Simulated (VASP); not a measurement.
# Al2Ru (I4/mmm) in VASP: notebook

Al2Ru is run at these levels: r2SCAN; tasks: single point.

Everything below comes from runs of VASP 6.6.1. Logs are shortened: lines on timing, memory, paths and dates and some standing lists are left out, and cuts for length are marked.

## (1) The cell of the first run

The structure is tetragonal, space group I4/mmm (No. 139). Conventional cell: a = 3.122 Å, b = 3.122 Å, c = 8.445 Å, α = 90.00°, β = 90.00°, γ = 90.00°. Al (site symmetry 4mm) has 5 Ru at 2.58 to 2.88 Å and 9 Al at 2.69 to 3.12 Å within 3.4 Å. Within 3.4 Å of Ru (site symmetry 4/mmm) lie 10 Al at 2.58 to 2.88 Å and 4 Ru at 3.12 Å.

## (2) Single point, r2SCAN

Input file POSCAR:

```
Al2Ru
1.0
    3.1218205097      0.0000000000      0.0000000000
    0.0000000000      3.1218205097      0.0000000000
    0.0000000000      0.0000000000      8.4449834065
Al Ru
4 2
Direct
    0.5000000000      0.5000000000      0.1590940356
    0.0000000000      0.0000000000      0.3409059644
    0.0000000000      0.0000000000      0.6590940356
    0.5000000000      0.5000000000      0.8409059644
    0.0000000000      0.0000000000      0.0000000000
    0.5000000000      0.5000000000      0.5000000000
```

Input file INCAR.step1:

```
  PREC = Accurate
  ENCUT = 520
  ISMEAR = 0
  SIGMA = 0.1
  LREAL = F
  LASPH = T
  NELM = 60
  NBANDS = 29
  GGA = PE
  ALGO = Normal
  EDIFF = 1E-4
  LWAVE = T
  LCHARG = F
```

Input file INCAR.step2:

```
  PREC = Accurate
  ENCUT = 520
  EDIFF = 1E-7
  ISMEAR = 0
  SIGMA = 0.1
  LREAL = F
  LASPH = T
  NELM = 60
  ALGO = Normal
  ISIF = 2
  LWAVE = F
  LCHARG = F
  METAGGA = R2SCAN
  LMIXTAU = T
  NBANDS = 29
  ISTART = 1
```

Input file KPOINTS:

```
regular mesh
0
Gamma
  12 12 4
```

Potentials or basis: VASP PAW PBE potentials, release 64 (Al, Ru_pv).

Command:

```console
$ cat potpaw_PBE.64/Al/POTCAR potpaw_PBE.64/Ru_pv/POTCAR > POTCAR
$ cp INCAR.step1 INCAR
$ mpirun -np 1 vasp_std > vasp.out
$ cp INCAR.step2 INCAR
$ mpirun -np 1 vasp_std > vasp.out
```

OUTCAR:

```text
PREC = Accurate
   ENCUT = 520
   EDIFF = 1E-7
   ISMEAR = 0
   LREAL = F
   LASPH = T
   NELM = 60
   ISIF = 2
   METAGGA = R2SCAN
   ISTART = 1

 ion  position               nearest neighbor table
   1  0.500  0.500  0.159-   5 2.58   5 2.58   5 2.58   5 2.58   4 2.69   2 2.69   2 2.69   2 2.69
                             2 2.69   6 2.88
   2  0.000  0.000  0.341-   6 2.58   6 2.58   6 2.58   6 2.58   3 2.69   1 2.69   1 2.69   1 2.69
                             1 2.69   5 2.88
   3  0.000  0.000  0.659-   6 2.58   6 2.58   6 2.58   6 2.58   2 2.69   4 2.69   4 2.69   4 2.69
                             4 2.69   5 2.88
   4  0.500  0.500  0.841-   5 2.58   5 2.58   5 2.58   5 2.58   1 2.69   3 2.69   3 2.69   3 2.69
                             3 2.69   6 2.88
   5  0.000  0.000  0.000-   1 2.58   4 2.58   1 2.58   4 2.58   1 2.58   4 2.58   1 2.58   4 2.58
                             3 2.88   2 2.88
   6  0.500  0.500  0.500-   2 2.58   3 2.58   2 2.58   3 2.58   2 2.58   3 2.58   2 2.58   3 2.58
                             1 2.88   4 2.88

  LATTYP: Found a simple tetragonal cell.
 ALAT       =     3.1218205097
 C/A-ratio  =     2.7051470065

  Lattice vectors:

 A1 = (   3.1218205097,   0.0000000000,   0.0000000000)
 A2 = (   0.0000000000,   3.1218205097,   0.0000000000)
 A3 = (   0.0000000000,   0.0000000000,   8.4449834065)

Analysis of symmetry for initial positions (statically):
=====================================================================
 Subroutine PRICEL returns following result:

  LATTYP: Found a body centered tetragonal cell.
 ALAT       =     3.1218205097
 C/A-ratio  =     2.7051470065

  Lattice vectors:

 A1 = (  -1.5609102549,   1.5609102549,   4.2224917032)
 A2 = (   1.5609102549,  -1.5609102549,   4.2224917033)
 A3 = (   1.5609102549,   1.5609102548,  -4.2224917032)

   2 primitive cells build up your supercell.

 Routine SETGRP: Setting up the symmetry group for a
 simple tetragonal supercell.

 Subroutine GETGRP returns: Found 16 space group operations
 (whereof 16 operations were pure point group operations)
 out of a pool of 16 trial point group operations.

The static configuration has the point symmetry D_4h.

Analysis of symmetry for dynamics (positions and initial velocities):
=====================================================================
 Subroutine PRICEL returns following result:

  LATTYP: Found a body centered tetragonal cell.
 ALAT       =     3.1218205097
 C/A-ratio  =     2.7051470065

  Lattice vectors:

 A1 = (  -1.5609102549,   1.5609102549,   4.2224917032)
 A2 = (   1.5609102549,  -1.5609102549,   4.2224917033)
 A3 = (   1.5609102549,   1.5609102548,  -4.2224917032)

   2 primitive cells build up your supercell.

 Routine SETGRP: Setting up the symmetry group for a
 simple tetragonal supercell.

 Subroutine GETGRP returns: Found 16 space group operations
 (whereof 16 operations were pure point group operations)
 out of a pool of 16 trial point group operations.

The dynamic configuration has the point symmetry D_4h.

 Subroutine INISYM returns: Found 16 space group operations
 (whereof 16 operations are pure point group operations),
 and found     2 'primitive' translations

----------------------------------------------------------------------------------------

                                     Primitive cell

  volume of cell :      41.1514

  direct lattice vectors                    reciprocal lattice vectors
    -1.560910255  1.560910255  4.222491703     0.000000000  0.320325911  0.118413495
     1.560910255 -1.560910255  4.222491703     0.320325911  0.000000000  0.118413495
     1.560910255  1.560910255 -4.222491703     0.320325911  0.320325911  0.000000000

  length of vectors
     4.764694936  4.764694936  4.764694936     0.341511999  0.341511999  0.453009248

  position of ions in fractional coordinates (direct lattice)
     0.659094036  0.659094036  0.000000000
     0.340905964  0.340905964  0.000000000
     0.000000000  1.000000000  0.000000000

  ion indices of the primitive-cell ions
   primitive index   ion index
                 1           1
                 2           4
                 3           6

----------------------------------------------------------------------------------------

 KPOINTS: regular mesh

Automatic generation of k-mesh.
 Grid dimensions read from file:
 generate k-points for:   12   12    4

 Generating k-lattice:

  Cartesian coordinates                     Fractional coordinates (reciprocal lattice)
     0.026693826  0.000000000  0.000000000     0.083333333  0.000000000  0.000000000
     0.000000000  0.026693826  0.000000000     0.000000000  0.083333333  0.000000000
     0.000000000  0.000000000  0.029603374     0.000000000  0.000000000  0.250000000

  Length of vectors
     0.026693826  0.026693826  0.029603374

  Shift w.r.t. Gamma in fractional coordinates (k-lattice)
     0.000000000  0.000000000  0.000000000

 Subroutine IBZKPT returns following result:
 ===========================================

 Found     84 irreducible k-points:

 Following reciprocal coordinates:
            Coordinates               Weight
  0.000000  0.000000  0.000000      1.000000
  0.083333  0.000000  0.000000      4.000000
  0.166667  0.000000  0.000000      4.000000
  0.250000  0.000000  0.000000      4.000000
  0.333333  0.000000  0.000000      4.000000
  0.416667  0.000000  0.000000      4.000000
[... 16 lines left out ...]
  0.333333  0.333333  0.000000      4.000000
  0.416667  0.333333  0.000000      8.000000
 [... further k-points ...]
   k-points           NKPTS =     84   k-points in BZ     NKDIM =     84   number of bands    NBANDS=     29
   number of dos      NEDOS =    301   number of ions     NIONS =      6
   total plane-waves  NPLWV =  36864
   dimension x,y,z NGX =    24 NGY =   24 NGZ =   64
   dimension x,y,z NGXF=    48 NGYF=   48 NGZF=  128
   ions per type =               4   2
   NGX,Y,Z   is equivalent  to a cutoff of  12.78, 12.78, 12.60 a.u.
   NGXF,Y,Z  is equivalent  to a cutoff of  25.56, 25.56, 25.20 a.u.
 SYSTEM =  unknown system
   PREC   = accura    normal or accurate (medium, high low for compatibility)
   ISTART =      1    job   : 0-new  1-cont  2-samecut
   ICHARG =      0    charge: 1-file 2-atom 10-const
   ISPIN  =      1    spin polarized calculation?
   LNONCOLLINEAR =      F non collinear calculations
   LSORBIT =      F    spin-orbit coupling
   LASPH  =      T    aspherical Exc in radial PAW
   ENCUT  =  520.0 eV  38.22 Ry    6.18 a.u.   5.80  5.80 15.70*2*pi/ulx,y,z
   NELM   =     60;   NELMIN=  2; NELMDL=  0     # of ELM steps
   EDIFF  = 0.1E-06   stopping-criterion for ELM
   LREAL  =      F    real-space projection
   EDIFFG = 0.1E-05   stopping-criterion for IOM
   NSW    =      0    number of steps for IOM
   IBRION =     -1    ionic relax: 0-MD 1-quasi-New 2-CG
   NFREE  =      0    steps in history (QN), initial steepest desc. (CG)
   ISIF   =      2    stress and relaxation
   ISYM   =      2    0-nonsym 1-usesym 2-fastsym
   POTIM  = 0.5000    time-step for ionic-motion
   TEBEG  =    0.0;   TEEND  =   0.0 temperature during run
   PSTRESS=    0.0 pullay stress
   NELECT =      40.0000    total number of electrons
   NUPDOWN=      -1.0000    fix difference up-down
   EMIN   =  10.00;   EMAX   =-10.00  energy-range for DOS
   EFERMI =   0.00;   METHOD = LEGACY
   ISMEAR =     0;   SIGMA  =   0.10  broadening in eV -4-tet -1-fermi 0-gaus
   EFERMI_NEDOS =   21; number of points for ismear=-14 and -15
   IALGO  =     38    algorithm
   IMIX   =      4    mixing-type and parameters
     AMIX     =   0.40;   BMIX     =  1.00
     AMIX_MAG =   1.60;   BMIX_MAG =  1.00
  volume/ion in A,a.u.               =      13.72        92.57
  Fermi-wavevector in a.u.,A,eV,Ry     =   1.287133  2.432328 22.540911  1.656710
  Thomas-Fermi vector in A             =   2.419165
   LORBIT       =      0    0 simple, 1 ext, 2 COOP (PROOUT), +10 PAW based schemes
   METAGGA = R2SCAN    functional components
   LHFCALC =     F    Hartree Fock is set to
   AEXX    =    0.0000 exact exchange contribution
   IVDW    =     0    specifies the selected vdW correction
   LEPSILON=     F    determine dielectric tensor
   LRPA    =     F    only Hartree local field effects (RPA)
 non-spin polarized calculation
 Gauss-broadening in eV      SIGMA  =   0.10
  energy-cutoff  :      520.00
  volume of cell :       82.30
 maximum number of plane-waves:      2248
 NGX is ok and might be reduce to    24
   NGX = 11   NGY = 11   NGZ = 31

 number of electron      39.9999988 magnetization

 Free energy of the ion-electron system (eV)
  ---------------------------------------------------
  ext. energy  EPLUGINS =         0.00000000
  ---------------------------------------------------
  free energy    TOTEN  =       -82.34916355 eV

  energy without entropy =      -82.34785526  energy(sigma->0) =      -82.34850941

 E-fermi :  10.6367     XC(G=0): -12.8590

 val. band max:       10.4350191667   @ k =   0.5000   0.3333   0.5000
 cond. band min:      10.6418689850   @ k =   0.3333   0.3333   0.0000
 fundamental gap:      0.2068498183
 Fermi energy:        10.6366589902

 k-point     1 :       0.0000    0.0000    0.0000
  band No.  band energies     occupation
      1     -33.4789      2.00000
      2     -33.4789      2.00000
      3     -33.4788      2.00000
      4     -33.4788      2.00000
      5     -33.4005      2.00000
      6     -33.3976      2.00000
[... 21 lines left out ...]
     28      17.1911      0.00000
     29      17.1911      0.00000

 k-point     2 :       0.0833    0.0000    0.0000
  band No.  band energies     occupation
      1     -33.4888      2.00000
      2     -33.4887      2.00000
      3     -33.4780      2.00000
      4     -33.4779      2.00000
      5     -33.3994      2.00000
      6     -33.3966      2.00000
[... 21 lines left out ...]
     28      17.3263      0.00000
     29      17.4936      0.00000

 k-point     3 :       0.1667    0.0000    0.0000
  band No.  band energies     occupation
      1     -33.5158      2.00000
      2     -33.5157      2.00000
      3     -33.4756      2.00000
      4     -33.4755      2.00000
      5     -33.3963      2.00000
      6     -33.3939      2.00000
[... 21 lines left out ...]
     28      17.4444      0.00000
     29      18.0861      0.00000

 k-point     4 :       0.2500    0.0000    0.0000
  band No.  band energies     occupation
      1     -33.5525      2.00000
      2     -33.5525      2.00000
      3     -33.4723      2.00000
      4     -33.4722      2.00000
      5     -33.3921      2.00000
      6     -33.3901      2.00000
[... 21 lines left out ...]
     28      18.0480      0.00000
     29      18.4519      0.00000

 k-point     5 :       0.3333    0.0000    0.0000
  band No.  band energies     occupation
      1     -33.5890      2.00000
      2     -33.5890      2.00000
      3     -33.4690      2.00000
      4     -33.4690      2.00000
      5     -33.3878      2.00000
      6     -33.3864      2.00000
[... 21 lines left out ...]
     28      18.0296      0.00000
     29      18.8784      0.00000
[... 510 lines left out ...]
     28      15.6173      0.00000
     29      15.6508      0.00000

 k-point    22 :       0.5000    0.2500    0.0000
  band No.  band energies     occupation
      1     -33.6163      2.00000
      2     -33.6163      2.00000
      3     -33.5368      2.00000
      4     -33.5368      2.00000
      5     -33.3759      2.00000
      6     -33.3759      2.00000
[... 21 lines left out ...]
     28      14.8730      0.00000
     29      16.5671      0.00000

 k-point    23 :       0.3333    0.3333    0.0000
  band No.  band energies     occupation
      1     -33.5775      2.00000
      2     -33.5773      2.00000
      3     -33.5754      2.00000
      4     -33.5752      2.00000
      5     -33.3764      2.00000
      6     -33.3757      2.00000
[... 21 lines left out ...]
     28      15.4297      0.00000
     29      16.4509      0.00000

 k-point    24 :       0.4167    0.3333    0.0000
  band No.  band energies     occupation
      1     -33.6023      2.00000
      2     -33.6023      2.00000
      3     -33.5733      2.00000
      4     -33.5732      2.00000
      5     -33.3735      2.00000
      6     -33.3731      2.00000
[... 21 lines left out ...]
     28      16.0096      0.00000
     29      16.0744      0.00000

 [... further k-points ...]
[... 5 lines left out ...]
  --------------------------------------------------------------------------------------
  -------------------------------------------------------------------------------------
  Total       -0.0367824     -0.0367824     -0.0976942      0.0000000      0.0000000      0.0000000
  in kB       -0.7160370     -0.7160370     -1.9017993      0.0000000      0.0000000      0.0000000
  external PRESSURE =      -1.1112911 kB  Pullay stress =       0.0000000 kB

 VOLUME and BASIS-vectors are now :
 -----------------------------------------------------------------------------
  energy-cutoff  :      520.00
  volume of cell :       82.30
      direct lattice vectors                 reciprocal lattice vectors
     3.121820510  0.000000000  0.000000000     0.320325911  0.000000000  0.000000000
     0.000000000  3.121820510  0.000000000     0.000000000  0.320325911  0.000000000
     0.000000000  0.000000000  8.444983407     0.000000000  0.000000000  0.118413495

 POSITION                                       TOTAL-FORCE (eV/Angst)
 -----------------------------------------------------------------------------------
      1.56091      1.56091      1.34355         0.000000      0.000000      0.008482
      0.00000      0.00000      2.87895        -0.000000     -0.000000     -0.008482
      0.00000      0.00000      5.56604         0.000000      0.000000      0.008482
      1.56091      1.56091      7.10144        -0.000000      0.000000     -0.008482
      0.00000      0.00000      0.00000         0.000000     -0.000000      0.000000
      1.56091      1.56091      4.22249         0.000000     -0.000000      0.000000
 -----------------------------------------------------------------------------------
    total drift:                                0.000000      0.000000     -0.000000

  FREE ENERGIE OF THE ION-ELECTRON SYSTEM (eV)
  ---------------------------------------------------
  free  energy   TOTEN  =       -82.3491635532 eV

  energy  without entropy=      -82.3478552643  energy(sigma->0) =      -82.34850941
```

Wall time 3.1 min (1 thread of Intel Xeon 6975P-C (Granite Rapids), shared host); peak memory 0.3 GiB.

What came out:

| Item | Value |
| --- | --- |
| Free energy | -82.3492 eV |
| Pressure | -0.1 GPa |
| Largest force | 0.008 eV/Å |
| Band gap on the k mesh | zero (band 20 reaches 10.68 eV, above the bottom of band 21 at 10.64 eV) |

Forces in eV/Å, atoms in the order of the input:
```
Al   0.000  0.000  0.008
Al   0.000  0.000 -0.008
Al   0.000  0.000  0.008
Al   0.000  0.000 -0.008
Ru   0.000  0.000  0.000
Ru   0.000  0.000  0.000
```

Levels at points of the mesh, in eV from the Fermi level:
```tsv
k point	band 18	band 19	band 20	band 21	band 22	band 23
(0.00, 0.00, 0.00)	-1.78	-1.20	-1.18	2.48	3.30	3.30
(0.50, 0.00, 0.00)	-2.64	-1.66	-1.66	0.57	0.57	3.02
(0.50, 0.50, 0.00)	-1.29	-0.51	-0.51	0.36	0.36	1.95
(0.00, 0.00, 0.50)	-2.03	-1.19	-1.19	4.26	4.26	4.26
(0.50, 0.00, 0.50)	-2.86	-1.65	-1.65	0.64	0.64	3.19
(0.50, 0.50, 0.50)	-1.96	-0.56	-0.56	0.36	0.36	1.43
```

Caveat: the PAW data sets were made with another functional, which shifts forces and pressure a little.

## (3) Single point, r2SCAN (equal strain along all axes, cell held: +3.0 %, then relaxed in part)

Input file POSCAR:

```
Al2Ru
1.0
    3.2154751254      0.0000000000      0.0000000000
    0.0000000000      3.2154751254      0.0000000000
    0.0000000000      0.0000000000      8.6983329071
Al Ru
4 2
Direct
    0.5000000000      0.5000000000      0.1572532771
    0.0000000000      0.0000000000      0.3427467229
    0.0000000000      0.0000000000      0.6572532771
    0.5000000000      0.5000000000      0.8427467229
    0.0000000000      0.0000000000      0.0000000000
    0.5000000000      0.5000000000      0.5000000000
```

Input file INCAR.step1:

```
ALGO = Normal ; EDIFF = 1E-4
ENCUT = 520 ; GGA = PE
ISMEAR = 0 ; LASPH = T
LCHARG = F ; LREAL = F
LWAVE = T ; NBANDS = 29
NELM = 60 ; PREC = Accurate
SIGMA = 0.1
```

Input file INCAR.step2:

```
ALGO = Normal ; EDIFF = 1E-6
ENCUT = 520 ; ISIF = 2
ISMEAR = 0 ; ISTART = 1
LASPH = T ; LCHARG = T
LELF = T ; LMIXTAU = T
LREAL = F ; LVHAR = T
LWAVE = F ; METAGGA = R2SCAN
NBANDS = 29 ; NELM = 60
PREC = Accurate ; SIGMA = 0.1
```

Input file KPOINTS:

```
k-points
0
Gamma
  12 12 4
```

Potentials or basis: VASP PAW PBE potentials, release 64 (Al, Ru_pv).

Command:

```console
$ cat potpaw_PBE.64/Al/POTCAR potpaw_PBE.64/Ru_pv/POTCAR > POTCAR
$ cp INCAR.step1 INCAR
$ mpirun -np 1 vasp_std > vasp.out
$ cp INCAR.step2 INCAR
$ mpirun -np 1 vasp_std > vasp.out
```

Run time: 8.4 min. Hardware: 1 thread of Intel Xeon Platinum 8259CL at 2.50GHz (Skylake/Cascade Lake), shared host; peak memory 0.32 GiB.

The run converged. Its results:

```yaml
Free_energy: -81.9971 eV
Pressure: -13.5 GPa
Largest_force: 0.009 eV/Å
Band_gap_on_the_k_mesh: zero (band 20 reaches 9.59 eV, above the bottom of band 21 at 9.50 eV)
```

Forces on the atoms (eV/Å):
```
Al   0.000  0.000  0.009
Al   0.000  0.000 -0.009
Al   0.000  0.000  0.009
Al   0.000  0.000 -0.009
Ru   0.000  0.000  0.000
Ru   0.000  0.000  0.000
```

Stress tensor (GPa, compression positive):
```
-13.80   0.00   0.00
  0.00 -13.80   0.00
  0.00   0.00 -13.04
```

Levels at points of the mesh, in eV from the Fermi level:
| k point | band 16 | band 17 | band 18 | band 19 | band 20 | band 21 | band 22 | band 23 | band 24 | band 25 |
| --- | --- | --- | --- | --- | --- | --- | --- | --- | --- | --- |
| (0.00, 0.00, 0.00) | -2.04 | -1.64 | -1.64 | -1.17 | -1.15 | 2.17 | 3.10 | 3.10 | 4.91 | 5.94 |
| (0.50, 0.00, 0.00) | -2.65 | -2.40 | -2.40 | -1.52 | -1.52 | 0.44 | 0.44 | 2.81 | 2.81 | 4.62 |
| (0.50, 0.50, 0.00) | -2.98 | -1.31 | -1.31 | -0.54 | -0.54 | 0.23 | 0.23 | 1.65 | 1.65 | 1.86 |
| (0.00, 0.00, 0.50) | -1.86 | -1.86 | -1.86 | -1.16 | -1.16 | 3.93 | 3.93 | 3.98 | 3.98 | 3.98 |
| (0.50, 0.00, 0.50) | -2.79 | -2.65 | -2.65 | -1.51 | -1.51 | 0.48 | 0.48 | 2.78 | 2.78 | 5.09 |
| (0.50, 0.50, 0.50) | -1.83 | -1.83 | -1.83 | -0.53 | -0.53 | 0.23 | 0.23 | 1.11 | 1.11 | 3.33 |

Caveat: the cell differs from its parent crystal (equal strain along all axes, cell held: +3.0 %, then relaxed in part); the PAW data sets were made with another functional, which shifts forces and pressure a little.
